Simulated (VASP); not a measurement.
# Be24Cl in VASP: a series of runs, part 2 of 2

VASP 6.6.1.

## 4. Single point, PBE

INCAR

```
PREC = Accurate
ENCUT = 520
EDIFF = 1E-7
ISMEAR = 0
SIGMA = 0.1
LREAL = Auto
LASPH = T
NELM = 80
ALGO = Normal
ISIF = 2
LWAVE = F
LCHARG = F
LDIPOL = T
IDIPOL = 3
DIPOL = 0.5 0.5 0.322
GGA = PE
NBANDS = 46
```

KPOINTS

```
regular mesh
0
Gamma
  6 4 1
```

POSCAR

```
Be24Cl
1.0
    4.5254381414      0.0000000000      0.0000000000
    0.0000000000      7.1336190818      0.0000000000
    0.0000000000      0.0000000000     19.8685529777
Be Cl
24 1
Direct
    0.0000000000      0.3750000000      0.2013231665
    0.0000000000      0.8750000000      0.2013231665
    0.5000000000      0.3750000000      0.2013231665
    0.5000000000      0.8750000000      0.2013231665
    0.2500000000      0.1250000000      0.2341987732
    0.2500000000      0.6250000000      0.2341987732
    0.7500000000      0.1250000000      0.2341987732
    0.7500000000      0.6250000000      0.2341987732
    0.2500000000      0.3750000000      0.2999499865
    0.2500000000      0.8750000000      0.2999499865
    0.7500000000      0.3750000000      0.2999499865
    0.7500000000      0.8750000000      0.2999499865
    0.0000000000      0.1250000000      0.3268353583
    0.0000000000      0.6250000000      0.3268353583
    0.5000000000      0.1250000000      0.3268353583
    0.5000000000      0.6250000000      0.3268353583
    0.0000000000      0.3750000000      0.3993099146
    0.0000000000      0.8750000000      0.3993099146
    0.5000000000      0.3750000000      0.3993099146
    0.5000000000      0.8750000000      0.3993099146
    0.2500000000      0.1250000000      0.4211958962
    0.2500000000      0.6250000000      0.4211958962
    0.7500000000      0.1250000000      0.4211958962
    0.7500000000      0.6250000000      0.4211958962
    0.2500000000      0.3125000000      0.5070259246
```

Potentials or basis: VASP PAW PBE potentials, release 64 (Be, Cl).

Started as:

```
$ cat potpaw_PBE.64/Be/POTCAR potpaw_PBE.64/Cl/POTCAR > POTCAR
$ mpirun -np 1 vasp_std > vasp.out
```

OUTCAR:

```text
PREC = Accurate
   ENCUT = 520
   EDIFF = 1E-7
   ISMEAR = 0
   LREAL = Auto
   LASPH = T
   NELM = 80
   ISIF = 2
   GGA = PE

 ion  position               nearest neighbor table
   1  0.000  0.375  0.201-   5 2.21   6 2.21   7 2.21   8 2.21   3 2.26   3 2.26  11 2.26   9 2.26

   2  0.000  0.875  0.201-   5 2.21   6 2.21   7 2.21   8 2.21   4 2.26   4 2.26  12 2.26  10 2.26

   3  0.500  0.375  0.201-   5 2.21   6 2.21   7 2.21   8 2.21   1 2.26   1 2.26  11 2.26   9 2.26
[... 39 lines left out ...]
  23  0.750  0.125  0.421-  17 2.16  18 2.16  19 2.16  20 2.16  13 2.19  15 2.19  21 2.26  21 2.26

  24  0.750  0.625  0.421-  17 2.16  18 2.16  19 2.16  20 2.16  14 2.19  16 2.19  22 2.26  22 2.26

  25  0.250  0.312  0.507-  21 2.17  19 2.46  17 2.46

  LATTYP: Found a simple orthorhombic cell.
 ALAT       =     4.5254381414
 B/A-ratio  =     1.5763377730
 C/A-ratio  =     4.3904153271

  Lattice vectors:

 A1 = (   4.5254381414,   0.0000000000,   0.0000000000)
 A2 = (   0.0000000000,   7.1336190818,   0.0000000000)
[... 226 lines left out ...]
      2     -11.3045      2.00000
      3      -9.2992      2.00000
      4      -9.2065      2.00000
      5      -9.1190      2.00000
      6      -7.3851      2.00000
[... 493 lines left out ...]
     38       3.3790      0.00000
     39       3.4188      0.00000
 [bands above 39 left out]

------------------------ aborting loop because EDIFF is reached ----------------------------------------

 vacuum level on the upper side and lower side of the slab       (xc-potential included)         0.159        -0.209

  FORCE on cell =-STRESS in cart. coord.  units (eV):
  Direction    XX          YY          ZZ          XY          YZ          ZX
  --------------------------------------------------------------------------------------
  -------------------------------------------------------------------------------------
  Total        2.1515702     -3.3943427     -1.4564107      0.0000000     -1.3733313      0.0000000
  in kB        5.3743917     -8.4787042     -3.6379577      0.0000000     -3.4304344      0.0000000
  external PRESSURE =      -2.2474234 kB  Pullay stress =       0.0000000 kB

 VOLUME and BASIS-vectors are now :
 -----------------------------------------------------------------------------
  energy-cutoff  :      520.00
  volume of cell :      641.41
      direct lattice vectors                 reciprocal lattice vectors
     4.525438141  0.000000000  0.000000000     0.220973079  0.000000000  0.000000000
     0.000000000  7.133619082  0.000000000     0.000000000  0.140181300  0.000000000
     0.000000000  0.000000000 19.868552978     0.000000000  0.000000000  0.050330792

 POSITION                                       TOTAL-FORCE (eV/Angst)
 -----------------------------------------------------------------------------------
      0.00000      2.67511      4.00000         0.064974     -0.007425      0.554685
      0.00000      6.24192      4.00000        -0.118040     -0.075306      0.531420
      2.26272      2.67511      4.00000        -0.064974     -0.007425      0.554685
      2.26272      6.24192      4.00000         0.118040     -0.075306      0.531420
      1.13136      0.89170      4.65319         0.000000      0.085903     -0.671648
      1.13136      4.45851      4.65319         0.000000     -0.102826     -0.568113
[... 17 lines left out ...]
      3.39408      4.45851      8.36855         0.000000     -0.009402     -0.216117
      1.13136      2.22926     10.07387         0.000000     -0.548028     -0.010608
 -----------------------------------------------------------------------------------
    total drift:                                0.000000     -0.000735      0.002679

  FREE ENERGIE OF THE ION-ELECTRON SYSTEM (eV)
  ---------------------------------------------------
  free  energy   TOTEN  =       -85.8986056051 eV

  energy  without entropy=      -85.8702280725  energy(sigma->0) =      -85.88441684

 vacuum level on the upper side and lower side of the slab         3.813         3.439
```

stdout:

```text
POSCAR found type information on POSCAR BeCl
 POSCAR found :  2 types and      25 ions
 scaLAPACK will be used
 LDA part: xc-table for (Slater+PW92), standard interpolation
 POSCAR, INCAR and KPOINTS ok, starting setup
 FFT: planning ... GRIDC
 FFT: planning ... GRID_SOFT
 FFT: planning ... GRID
 WAVECAR not read
 entering main loop
```

Wall time 18 min (1 thread of Oxide Virtual Turin-like, shared host); peak memory 0.66 GiB.

What came out:

| Item | Value |
| --- | --- |
| Free energy | -85.8986 eV |
| Largest force | 0.845 eV/Å |
| Band gap on the k mesh | zero (an odd number of electrons rules out a gap without spin polarisation) |

Forces in eV/Å, atoms in the order of the input:
```
Be   0.065 -0.007  0.555
Be  -0.118 -0.075  0.531
Be  -0.065 -0.007  0.555
Be   0.118 -0.075  0.531
Be   0.000  0.086 -0.672
Be   0.000 -0.103 -0.568
Be   0.000  0.050 -0.716
Be   0.000  0.167 -0.828
Be   0.000 -0.002  0.297
Be   0.000 -0.101  0.113
Be   0.000  0.086 -0.203
Be   0.000 -0.005  0.254
Be   0.082  0.075  0.278
Be  -0.060  0.012  0.079
Be  -0.082  0.075  0.278
Be   0.060  0.012  0.079
Be  -0.614  0.208 -0.140
Be  -0.025 -0.040 -0.065
Be   0.614  0.208 -0.140
Be   0.025 -0.040 -0.065
Be   0.000 -0.259  0.599
Be   0.000  0.527 -0.080
Be   0.000 -0.234 -0.445
Be   0.000 -0.009 -0.216
Cl   0.000 -0.548 -0.011
```

Levels at points of the mesh, in eV from the Fermi level:
```tsv
k point	band 23	band 24	band 25	band 26	band 27	band 28	band 29	band 30	band 31	band 32
(0.00, 0.00, 0.00)	-2.48	-2.41	-1.30	-1.02	-0.21	0.18	0.32	0.66	1.19	1.72
(0.50, 0.00, 0.00)	-1.52	-1.34	-0.68	-0.04	0.66	0.67	1.25	1.37	1.37	1.45
(0.00, 0.50, 0.00)	-2.09	-1.62	-1.16	-0.96	-0.92	-0.42	0.10	0.31	1.29	1.88
(0.50, 0.50, 0.00)	-1.81	-1.51	-0.56	-0.39	-0.05	0.25	0.39	0.41	0.55	1.30
```

Caveat: an odd number of electrons without spin polarisation forces a metal; a magnetic or distorted state may lie lower.

## 5. Overview

| cell | gap on the mesh (eV) | largest force (eV/Å) |
| --- | --- | --- |
| as given, atomic positions A | none | 0.86 |
| as given, atomic positions B | none | 0.80 |
| as given, atomic positions C | none | 0.85 |

Alike in all rows: task single point; level PBE; potentials or basis VASP PAW PBE potentials, release 64 (Be, Cl); no spin polarisation; k mesh 6 × 4 × 1; cutoff (eV) 520; smearing gaussian 0.1 eV.

Caveats: an odd number of electrons without spin polarisation forces a metal; a magnetic or distorted state may lie lower.

Total energies depend on the potentials used, so only differences within one code and one set of settings carry meaning.
